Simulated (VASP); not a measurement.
# TiAl30 (a cell with a defect) in VASP: further runs

Runs on TiAl30 (a cell with a defect). Level: PBE+D3(BJ). Tasks: relaxation of the atoms.

Everything below comes from runs of VASP 6.6.1. Logs are shortened: lines on timing, memory, paths and dates and some standing lists are left out, and cuts for length are marked.

**1. The cell of the first run**

The cell holds a defect, 31 atoms: a = 8.100 Å, b = 8.100 Å, c = 8.100 Å, α = 90.00°, β = 90.00°, γ = 90.00°.

**2. Relaxation of the atoms, PBE+D3(BJ)**

INCAR reads:

```
SYSTEM = TiAl30
  PREC = Accurate
  ENCUT = 520
  EDIFF = 1E-6
  ISMEAR = -1
  SIGMA = 0.15
  LREAL = Auto
  LASPH = .TRUE.
  NELM = 80
  ALGO = Normal
  ISIF = 2
  LWAVE = .FALSE.
  LCHARG = .FALSE.
  GGA = PE
  IVDW = 12
  IBRION = 2
  NSW = 80
  EDIFFG = -0.03
  KPAR = 4
```

KPOINTS reads:

```
Automatic mesh
0
G
  3 3 3
  0 0 0
```

POSCAR reads:

```
TiAl30
1.0
    8.1000000000      0.0000000000      0.0000000000
    0.0000000000      8.1000000000      0.0000000000
    0.0000000000      0.0000000000      8.1000000000
Al Ti
30 1
Direct
    0.5000000000      0.0000000000      0.0000000000
    0.7500000000      0.2500000000      0.0000000000
    0.7500000000      0.0000000000      0.2500000000
    0.0000000000      0.0000000000      0.0000000000
    0.2500000000      0.2500000000      0.0000000000
    0.5000000000      0.5000000000      0.0000000000
    0.7500000000      0.7500000000      0.0000000000
    0.2500000000      0.0000000000      0.2500000000
    0.5000000000      0.2500000000      0.2500000000
    0.7500000000      0.5000000000      0.2500000000
    0.5000000000      0.0000000000      0.5000000000
    0.7500000000      0.2500000000      0.5000000000
    0.7500000000      0.0000000000      0.7500000000
    0.0000000000      0.5000000000      0.0000000000
    0.2500000000      0.7500000000      0.0000000000
    0.0000000000      0.2500000000      0.2500000000
    0.2500000000      0.5000000000      0.2500000000
    0.0000000000      0.0000000000      0.5000000000
    0.2500000000      0.2500000000      0.5000000000
    0.5000000000      0.5000000000      0.5000000000
    0.7500000000      0.7500000000      0.5000000000
    0.2500000000      0.0000000000      0.7500000000
    0.5000000000      0.2500000000      0.7500000000
    0.7500000000      0.5000000000      0.7500000000
    0.0000000000      0.7500000000      0.2500000000
    0.0000000000      0.5000000000      0.5000000000
    0.0000000000      0.2500000000      0.7500000000
    0.2500000000      0.5000000000      0.7500000000
    0.5000000000      0.7500000000      0.7500000000
    0.0000000000      0.7500000000      0.7500000000
    0.2500000000      0.7500000000      0.5000000000
```

Potentials or basis: VASP PAW PBE potentials, release 64 (Al, Ti_sv).

Started as:

```bash
> cat potpaw_PBE.64/Al/POTCAR potpaw_PBE.64/Ti_sv/POTCAR > POTCAR
> mpirun -np 4 vasp_std > vasp.out
```

OUTCAR:

```text
SYSTEM = TiAl30
   PREC = Accurate
   ENCUT = 520
   EDIFF = 1E-6
   ISMEAR = -1
   LREAL = Auto
   LASPH = .TRUE.
   NELM = 80
   ISIF = 2
   GGA = PE
   IVDW = 12
   IBRION = 2
   NSW = 80
   EDIFFG = -0.03
 IVDW          = 12

 ion  position               nearest neighbor table
   1  0.500  0.000  0.000-   2 2.86   3 2.86   5 2.86   7 2.86   8 2.86   9 2.86  13 2.86  15 2.86
                            22 2.86  23 2.86  29 2.86
   2  0.750  0.250  0.000-   1 2.86   3 2.86   4 2.86   6 2.86   9 2.86  10 2.86  13 2.86  14 2.86
                            16 2.86  23 2.86  24 2.86  27 2.86
   3  0.750  0.000  0.250-   1 2.86   2 2.86   4 2.86   7 2.86   9 2.86  11 2.86  12 2.86  16 2.86
                            18 2.86  21 2.86  25 2.86
   4  0.000  0.000  0.000-   2 2.86   3 2.86   5 2.86   7 2.86   8 2.86  13 2.86  15 2.86  16 2.86
                            22 2.86  25 2.86  27 2.86  30 2.86
   5  0.250  0.250  0.000-   1 2.86   4 2.86   6 2.86   8 2.86   9 2.86  14 2.86  16 2.86  17 2.86
                            22 2.86  23 2.86  27 2.86  28 2.86
   6  0.500  0.500  0.000-   2 2.86   5 2.86   7 2.86   9 2.86  10 2.86  15 2.86  17 2.86  23 2.86
                            24 2.86  28 2.86  29 2.86
   7  0.750  0.750  0.000-   1 2.86   3 2.86   4 2.86   6 2.86  10 2.86  13 2.86  14 2.86  24 2.86
                            25 2.86  29 2.86  30 2.86
   8  0.250  0.000  0.250-   1 2.86   4 2.86   5 2.86   9 2.86  11 2.86  15 2.86  16 2.86  18 2.86
                            19 2.86  25 2.86  31 2.86
   9  0.500  0.250  0.250-   1 2.86   2 2.86   3 2.86   5 2.86   6 2.86   8 2.86  10 2.86  11 2.86
[... 31 lines left out ...]
  25  0.000  0.750  0.250-   3 2.86   4 2.86   7 2.86   8 2.86  10 2.86  14 2.86  15 2.86  17 2.86
                            18 2.86  21 2.86  26 2.86  31 2.86
  26  0.000  0.500  0.500-  10 2.86  12 2.86  16 2.86  17 2.86  19 2.86  21 2.86  24 2.86  25 2.86
                            27 2.86  28 2.86  30 2.86  31 2.86
  27  0.000  0.250  0.750-   2 2.86   4 2.86   5 2.86  12 2.86  13 2.86  14 2.86  18 2.86  19 2.86
                            22 2.86  24 2.86  26 2.86  28 2.86
  28  0.250  0.500  0.750-   5 2.86   6 2.86  14 2.86  15 2.86  19 2.86  20 2.86  23 2.86  26 2.86
                            27 2.86  29 2.86  30 2.86  31 2.86
  29  0.500  0.750  0.750-   1 2.86   6 2.86   7 2.86  11 2.86  13 2.86  15 2.86  20 2.86  21 2.86
                            22 2.86  24 2.86  28 2.86  31 2.86
  30  0.000  0.750  0.750-   4 2.86   7 2.86  13 2.86  14 2.86  15 2.86  18 2.86  21 2.86  22 2.86
                            24 2.86  26 2.86  28 2.86  31 2.86
  31  0.250  0.750  0.500-   8 2.86  11 2.86  17 2.86  18 2.86  20 2.86  22 2.86  25 2.86  26 2.86
                            28 2.86  29 2.86  30 2.86

  LATTYP: Found a simple cubic cell.
 ALAT       =     8.1000000000

  Lattice vectors:

 A1 = (   8.1000000000,   0.0000000000,   0.0000000000)
 A2 = (   0.0000000000,   8.1000000000,   0.0000000000)
 A3 = (   0.0000000000,   0.0000000000,   8.1000000000)

Analysis of symmetry for initial positions (statically):
=====================================================================
 Subroutine PRICEL returns:
 Original cell was already a primitive cell.

 Routine SETGRP: Setting up the symmetry group for a
 simple cubic supercell.

 Subroutine GETGRP returns: Found  4 space group operations
 (whereof  1 operations were pure point group operations)
 out of a pool of 48 trial point group operations.

The static configuration has the point symmetry C_1 .
 The point group associated with its full space group is C_2v.

Analysis of symmetry for dynamics (positions and initial velocities):
=====================================================================
 Subroutine PRICEL returns:
 Original cell was already a primitive cell.

 Routine SETGRP: Setting up the symmetry group for a
 simple cubic supercell.

 Subroutine GETGRP returns: Found  4 space group operations
 (whereof  1 operations were pure point group operations)
[... 49 lines left out ...]
   ions per type =              30   1
   NGX,Y,Z   is equivalent  to a cutoff of  12.31, 12.31, 12.31 a.u.
   NGXF,Y,Z  is equivalent  to a cutoff of  24.63, 24.63, 24.63 a.u.
 SYSTEM =  TiAl30
   PREC   = accura    normal or accurate (medium, high low for compatibility)
   ISTART =      0    job   : 0-new  1-cont  2-samecut
   ICHARG =      2    charge: 1-file 2-atom 10-const
   ISPIN  =      1    spin polarized calculation?
   LNONCOLLINEAR =      F non collinear calculations
   LSORBIT =      F    spin-orbit coupling
   LASPH  =      T    aspherical Exc in radial PAW
   ENCUT  =  520.0 eV  38.22 Ry    6.18 a.u.  15.06 15.06 15.06*2*pi/ulx,y,z
   NELM   =     80;   NELMIN=  2; NELMDL= -5     # of ELM steps
   EDIFF  = 0.1E-05   stopping-criterion for ELM
   LREAL  =      T    real-space projection
   EDIFFG = -.3E-01   stopping-criterion for IOM
   NSW    =     80    number of steps for IOM
   IBRION =      2    ionic relax: 0-MD 1-quasi-New 2-CG
   NFREE  =      1    steps in history (QN), initial steepest desc. (CG)
   ISIF   =      2    stress and relaxation
   ISYM   =      2    0-nonsym 1-usesym 2-fastsym
   POTIM  = 0.5000    time-step for ionic-motion
   TEBEG  =    0.0;   TEEND  =   0.0 temperature during run
   PSTRESS=    0.0 pullay stress
   NELECT =     102.0000    total number of electrons
   NUPDOWN=      -1.0000    fix difference up-down
   EMIN   =  10.00;   EMAX   =-10.00  energy-range for DOS
   EFERMI =   0.00;   METHOD = LEGACY
   ISMEAR =    -1;   SIGMA  =   0.15  broadening in eV -4-tet -1-fermi 0-gaus
   EFERMI_NEDOS =   21; number of points for ismear=-14 and -15
   IALGO  =     38    algorithm
   IMIX   =      4    mixing-type and parameters
     AMIX     =   0.40;   BMIX     =  1.00
     AMIX_MAG =   1.60;   BMIX_MAG =  1.00
  volume/ion in A,a.u.               =      17.14       115.69
  Fermi-wavevector in a.u.,A,eV,Ry     =   0.944329  1.784523 12.133087  0.891757
  Thomas-Fermi vector in A             =   2.072123
   LORBIT       =      0    0 simple, 1 ext, 2 COOP (PROOUT), +10 PAW based schemes
   GGA     = PE    functional components
   LHFCALC =     F    Hartree Fock is set to
   AEXX    =    0.0000 exact exchange contribution
   IVDW    =    12    specifies the selected vdW correction
   LEPSILON=     F    determine dielectric tensor
   LRPA    =     F    only Hartree local field effects (RPA)
 conjugate gradient relaxation of ions
 non-spin polarized calculation
  energy-cutoff  :      520.00
  volume of cell :      531.44
 maximum number of plane-waves:     14358
   NGX = 31   NGY = 31   NGZ = 31

--------------------------------------- Ionic step        1  -------------------------------------------

 number of electron     102.0000001 magnetization

 Free energy of the ion-electron system (eV)
  ---------------------------------------------------
  ext. energy  EPLUGINS =         0.00000000
  ---------------------------------------------------
  free energy    TOTEN  =      -120.97227880 eV

  energy without entropy =     -119.97314899  energy(sigma->0) =     -120.47271389

------------------------ aborting loop because EDIFF is reached ----------------------------------------

 Edisp (eV)  -10.26456

 E8    (eV) :    -4.6015
[... 405 lines left out ...]
--------------------------------------- Ionic step        7  -------------------------------------------

 number of electron     101.9999999 magnetization

 Free energy of the ion-electron system (eV)
  ---------------------------------------------------
  ext. energy  EPLUGINS =         0.00000000
  ---------------------------------------------------
  free energy    TOTEN  =      -121.03629674 eV

  energy without entropy =     -120.02699236  energy(sigma->0) =     -120.53164455

 E-fermi :   7.5212     XC(G=0): -10.0794

 val. band max:        7.5189721403   @ k =   0.3333   0.3333   0.3333
 cond. band min:       7.5226885202   @ k =   0.0000   0.3333   0.0000
 fundamental gap:      0.0037163800
 Fermi energy:         7.5211943764

 k-point     1 :       0.0000    0.0000    0.0000
  band No.  band energies     occupation
      1     -49.4144      2.00000
      2     -25.7087      2.00000
      3     -25.6950      2.00000
      4     -25.6704      2.00000
      5      -3.2592      2.00000
      6      -1.1661      2.00000
[... 517 lines left out ...]
     62       9.2704      0.00002
     63       9.3491      0.00001
 [bands above 63 left out]

------------------------ aborting loop because EDIFF is reached ----------------------------------------

 Edisp (eV)  -10.26480

 E8    (eV) :    -4.6017
[... 54 lines left out ...]
  FREE ENERGIE OF THE ION-ELECTRON SYSTEM (eV)
  ---------------------------------------------------
  free  energy   TOTEN  =      -131.3010947639 eV

  energy  without entropy=     -130.2917903858  energy(sigma->0) =     -130.79644257

 reached required accuracy - stopping structural energy minimisation
```

Run time: 4.4 min. Hardware: 4 MPI ranks of Intel Xeon 6975P-C (Granite Rapids), shared host; peak memory 0.65 GiB.

What came out:

```yaml
Free_energy: -131.3011 eV
Energy_gained_by_relaxing: 2.1 meV/atom
Ionic_steps: 7
Pressure_after_relaxing: -4.5 GPa
Largest_force_after_relaxing: 0.024 eV/Å
Band_gap_on_the_k_mesh: zero (bands 51 and 52 overlap by 0.07 eV)
Dispersion_energy_per_atom: -0.331 eV
```

Forces in eV/Å, atoms in the order of the input:
```
Al   0.013  0.017 -0.009
Al   0.017  0.000 -0.017
Al   0.009  0.017 -0.013
Al   0.007  0.005  0.008
Al   0.007  0.000  0.010
Al   0.013 -0.017 -0.009
Al   0.006  0.000 -0.006
Al  -0.008  0.002  0.005
Al   0.016  0.000 -0.016
Al   0.009 -0.017 -0.013
Al  -0.005  0.002  0.008
Al  -0.010  0.000 -0.007
Al  -0.008  0.005 -0.007
Al   0.007 -0.005  0.008
Al   0.005  0.000  0.000
Al   0.009  0.000 -0.006
Al  -0.008 -0.002  0.005
Al  -0.005  0.001  0.016
Al   0.002  0.000 -0.002
Al  -0.005 -0.002  0.008
Al   0.000  0.000 -0.005
Al  -0.016  0.001  0.005
Al   0.006  0.000 -0.009
Al  -0.008 -0.005 -0.007
Al  -0.003  0.000  0.005
Al  -0.005 -0.001  0.016
Al  -0.008  0.000  0.008
Al  -0.016 -0.001  0.005
Al  -0.005  0.000  0.003
Al  -0.006  0.000  0.006
Ti  -0.007  0.000  0.007
```

Step by step:
| step | energy change (eV) | largest force (eV/Å) | pressure (GPa) |
| --- | --- | --- | --- |
| 1 | 0.0000 | 0.2552 | -4.48 |
| 2 | -0.0238 | 0.2103 | -4.48 |
| 3 | -0.0551 | 0.0802 | -4.50 |
| 4 | -0.0595 | 0.0589 | -4.51 |
| 5 | -0.0628 | 0.0355 | -4.51 |
| 6 | -0.0628 | 0.0376 | -4.51 |
| 7 | -0.0643 | 0.0240 | -4.51 |

Final structure:
```yaml
crystal:
  lattice:
    - [8.10000, 0.00000, 0.00000]
    - [0.00000, 8.10000, 0.00000]
    - [0.00000, 0.00000, 8.10000]
  atoms:
    - { symbol: Al, position: [0.50179, 0.99768, 0.00211] }
    - { symbol: Al, position: [0.75186, 0.25000, 0.99814] }
    - { symbol: Al, position: [0.74789, 0.99768, 0.24821] }
    - { symbol: Al, position: [0.00128, 0.99960, 0.00014] }
    - { symbol: Al, position: [0.24948, 0.25000, 0.00165] }
    - { symbol: Al, position: [0.50179, 0.50232, 0.00211] }
    - { symbol: Al, position: [0.74679, 0.75000, 0.00321] }
    - { symbol: Al, position: [0.25487, 0.99584, 0.25187] }
    - { symbol: Al, position: [0.50036, 0.25000, 0.24964] }
    - { symbol: Al, position: [0.74789, 0.50232, 0.24821] }
    - { symbol: Al, position: [0.49813, 0.99584, 0.49513] }
    - { symbol: Al, position: [0.74835, 0.25000, 0.50052] }
    - { symbol: Al, position: [0.74986, 0.99960, 0.74872] }
    - { symbol: Al, position: [0.00128, 0.50040, 0.00014] }
    - { symbol: Al, position: [0.25501, 0.75000, 0.00735] }
    - { symbol: Al, position: [0.00109, 0.25000, 0.25114] }
    - { symbol: Al, position: [0.25487, 0.50416, 0.25187] }
    - { symbol: Al, position: [0.00088, 0.00010, 0.49987] }
    - { symbol: Al, position: [0.25033, 0.25000, 0.49967] }
    - { symbol: Al, position: [0.49813, 0.50416, 0.49513] }
    - { symbol: Al, position: [0.74265, 0.75000, 0.49499] }
    - { symbol: Al, position: [0.25013, 0.00010, 0.74912] }
    - { symbol: Al, position: [0.49886, 0.25000, 0.74891] }
    - { symbol: Al, position: [0.74986, 0.50040, 0.74872] }
    - { symbol: Al, position: [0.00172, 0.75000, 0.25256] }
    - { symbol: Al, position: [0.00088, 0.49990, 0.49987] }
    - { symbol: Al, position: [0.00100, 0.25000, 0.74900] }
    - { symbol: Al, position: [0.25013, 0.49990, 0.74912] }
    - { symbol: Al, position: [0.49744, 0.75000, 0.74828] }
    - { symbol: Al, position: [0.99884, 0.75000, 0.75116] }
    - { symbol: Ti, position: [0.24658, 0.75000, 0.50342] }
```

Levels at points of the mesh, in eV from the Fermi level:
| k point | band 48 | band 49 | band 50 | band 51 | band 52 | band 53 | band 54 | band 55 |
| --- | --- | --- | --- | --- | --- | --- | --- | --- |
| (0.00, 0.00, 0.00) | -0.34 | -0.28 | -0.09 | 0.07 | 0.47 | 0.47 | 0.54 | 0.58 |

**3. Relaxation of the atoms, PBE+D3(BJ)**

INCAR reads:

```
SYSTEM = TiAl30
ALGO     = Normal         ! electronic algorithm
EDIFF    = 1E-6           ! SCF threshold, eV
EDIFFG   = -0.03          ! ionic threshold
ENCUT    = 520            ! plane-wave cutoff, eV
GGA      = PE             ! functional
IBRION   = 2              ! ionic algorithm
ISIF     = 2              ! what is computed and relaxed
ISMEAR   = -1             ! smearing method
IVDW     = 12             ! dispersion correction
KPAR     = 4            
LASPH    = .True.         ! aspherical terms in the spheres
LCHARG   = .False.        ! write CHGCAR
LREAL    = Auto         
LWAVE    = .False.        ! write WAVECAR
NELM     = 80             ! most SCF steps
NSW      = 80             ! ionic steps
PREC     = Accurate       ! precision mode
SIGMA    = 0.15           ! smearing width, eV
```

KPOINTS reads:

```
k-points
0
Gamma
  3 3 3
  0 0 0
```

POSCAR reads:

```
TiAl30
1.0
    8.1000000000      0.0000000000      0.0000000000
    0.0000000000      8.1000000000      0.0000000000
    0.0000000000      0.0000000000      8.1000000000
Al Ti
30 1
Direct
    0.4951579000      0.0050227000      0.0012391000
    0.7477484000      0.2488879000      0.0038373000
    0.7505856000     -0.0024224000      0.2549431000
    0.0018178000      0.0061732000     -0.0028977000
    0.2541813000      0.2466731000     -0.0004439000
    0.5070382000      0.5032528000     -0.0005510000
    0.7453010000      0.7526348000      0.0028023000
    0.2503849000     -0.0048379000      0.2498264000
    0.5022615000      0.2470815000      0.2453183000
    0.7457912000      0.5097491000      0.2501761000
    0.4974745000      0.0000604000      0.5044940000
    0.7476771000      0.2536979000      0.5075348000
    0.7538145000      0.0002819000      0.7502782000
    0.0039510000      0.5053023000      0.0005123000
    0.2435063000      0.7455726000     -0.0023711000
   -0.0036331000      0.2484399000      0.2492914000
    0.2547351000      0.5018841000      0.2499718000
   -0.0023887000      0.0003226000      0.5004831000
    0.2598698000      0.2450672000      0.4973711000
    0.4963218000      0.5059157000      0.5037377000
    0.7527503000      0.7386935000      0.5037465000
    0.2455583000      0.0027677000      0.7418155000
    0.5038422000      0.2507778000      0.7514771000
    0.7487823000      0.5065054000      0.7504615000
   -0.0008321000      0.7538616000      0.2589733000
   -0.0017460000      0.4956911000      0.5003035000
   -0.0031986000      0.2590617000      0.7485534000
    0.2518101000      0.5010928000      0.7502330000
    0.5046413000      0.7522554000      0.7541636000
   -0.0002931000      0.7525652000      0.7498596000
    0.5013617000      0.7538015000      0.2482362000
```

Potentials or basis: VASP PAW PBE potentials, release 64 (Al, Ti_sv).

Started as:

```bash
> cat potpaw_PBE.64/Al/POTCAR potpaw_PBE.64/Ti_sv/POTCAR > POTCAR
> mpirun -np 4 vasp_std > vasp.out
```

Run time: 11 min. Hardware: 4 MPI ranks of Intel Xeon 6975P-C (Granite Rapids), shared host; peak memory 0.75 GiB.

It converged, with:

```
Free energy                  : -131.3020 eV
Energy gained by relaxing    : 8.0 meV/atom
Ionic steps                  : 10
Pressure after relaxing      : -4.5 GPa
Largest force after relaxing : 0.027 eV/Å
Band gap on the k mesh       : zero (bands 51 and 52 overlap by 0.07 eV)
Dispersion energy per atom   : -0.331 eV
```

Forces on the atoms (eV/Å):
```
Al   0.017 -0.008 -0.010
Al   0.006 -0.002 -0.002
Al  -0.001  0.008 -0.011
Al  -0.014  0.013 -0.001
Al   0.001 -0.011  0.012
Al   0.004  0.005 -0.001
Al  -0.006 -0.002 -0.010
Al  -0.001  0.003  0.000
Al   0.010  0.004  0.000
Al   0.010  0.008 -0.016
Al   0.013  0.010  0.006
Al  -0.006 -0.019 -0.003
Al  -0.005  0.000  0.000
Al   0.005 -0.006  0.005
Al   0.015 -0.015  0.000
Al  -0.007  0.004  0.005
Al   0.003  0.013  0.002
Al   0.019  0.010  0.008
Al  -0.015  0.000  0.005
Al   0.010  0.005 -0.004
Al   0.000 -0.006 -0.005
Al  -0.005  0.006 -0.004
Al   0.000 -0.005  0.002
Al  -0.002 -0.006 -0.011
Al  -0.004 -0.003 -0.006
Al  -0.011 -0.008  0.005
Al  -0.023  0.000  0.014
Al  -0.005 -0.003  0.010
Al  -0.005  0.005 -0.008
Al  -0.013  0.008  0.018
Ti   0.010 -0.008  0.003
```

Stress tensor (GPa, compression positive):
```
-4.54 -0.01 -0.22
-0.01 -4.44  0.01
-0.22  0.01 -4.53
```

Step by step:
| step | energy change (eV) | largest force (eV/Å) | pressure (GPa) |
| --- | --- | --- | --- |
| 1 | 0.0000 | 0.5520 | -4.25 |
| 2 | -0.1094 | 0.3800 | -4.37 |
| 3 | -0.2060 | 0.1850 | -4.47 |
| 4 | -0.2062 | 0.1929 | -4.47 |
| 5 | -0.2248 | 0.1227 | -4.49 |
| 6 | -0.2379 | 0.0940 | -4.50 |
| 7 | -0.2444 | 0.0568 | -4.50 |
| 8 | -0.2472 | 0.0475 | -4.50 |
| 9 | -0.2472 | 0.0515 | -4.50 |
| 10 | -0.2494 | 0.0271 | -4.50 |

Final structure:
```xyz
31
Lattice="8.1000 0.0000 0.0000 0.0000 8.1000 0.0000 0.0000 0.0000 8.1000" Properties=species:S:1:pos:R:3 pbc="T T T"
Al    4.0501    0.0154    0.0124
Al    6.0711    2.0349    0.0135
Al    6.0721    0.0110    2.0311
Al    0.0086    0.0034    0.0188
Al    2.0343    2.0383    0.0130
Al    4.0567    4.0577    0.0108
Al    6.0940    6.0884    8.0996
Al    2.0421    8.0747    2.0694
Al    4.0464    2.0320    2.0355
Al    6.0692    4.0570    2.0320
Al    4.0092    8.0697    4.0387
Al    6.0618    2.0415    4.0506
Al    6.0627    0.0087    6.0801
Al    0.0025    4.0650    0.0175
Al    2.0453    6.0864    0.0171
Al    0.0179    2.0322    2.0279
Al    2.0443    4.0869    2.0639
Al    0.0060    8.0974    4.0742
Al    2.0218    2.0310    4.0615
Al    4.0080    4.0946    4.0384
Al    6.0605    6.0844    4.0338
Al    2.0076    8.0932    6.0656
Al    4.0519    2.0365    6.0642
Al    6.0655    4.0658    6.0813
Al    0.0687    6.0816    2.0820
Al    0.0179    4.0703    4.0714
Al    8.0846    2.0342    6.0998
Al    2.0088    4.0737    6.0642
Al    4.0099    6.0821    6.0271
Al    0.0290    6.0820    6.0474
Ti    4.0811    6.0854    1.9967
```

Levels at points of the mesh, in eV from the Fermi level:
| k point | band 48 | band 49 | band 50 | band 51 | band 52 | band 53 | band 54 | band 55 |
| --- | --- | --- | --- | --- | --- | --- | --- | --- |
| (0.00, 0.00, 0.00) | -0.33 | -0.28 | -0.08 | 0.07 | 0.47 | 0.47 | 0.54 | 0.58 |
